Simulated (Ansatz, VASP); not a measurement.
## Two plane-wave programs on AlN

```
CELL_PARAMETERS angstrom
3.13016 0.00000 0.00000
-1.56508 2.71080 0.00000
0.00000 0.00000 5.01811
ATOMIC_POSITIONS crystal
Al 0.33333 0.66667 0.99724
Al 0.66667 0.33333 0.49724
N 0.33333 0.66667 0.37876
N 0.66667 0.33333 0.87876
```

Alike in both runs: functional PBE; k mesh 12 × 12 × 7; occupations fermi-dirac, width 0.02 eV; no spin polarisation.

Ansatz relaxed the structure, and its values are those at the end. VASP's run is a single point on that final structure, the one shown.

```csv
,VASP,Ansatz
version,VASP 6.6.1,Ansatz 0.2.0
potentials or method,"VASP PAW PBE potentials, release 64 (Al, N)","PAW with Ansatz's default frozen-core files, scalar-relativistic"
plane-wave cutoff (eV),520,420
valence electrons in the cell,16,16
```

Ansatz gave:

- gap on the k mesh at the Fermi level (eV): 4.03
- pressure (GPa): 0.0

Task: What did VASP give for the same quantities?

Result: gap on the k mesh at the Fermi level (eV): 4.04; pressure (GPa): -0.2.
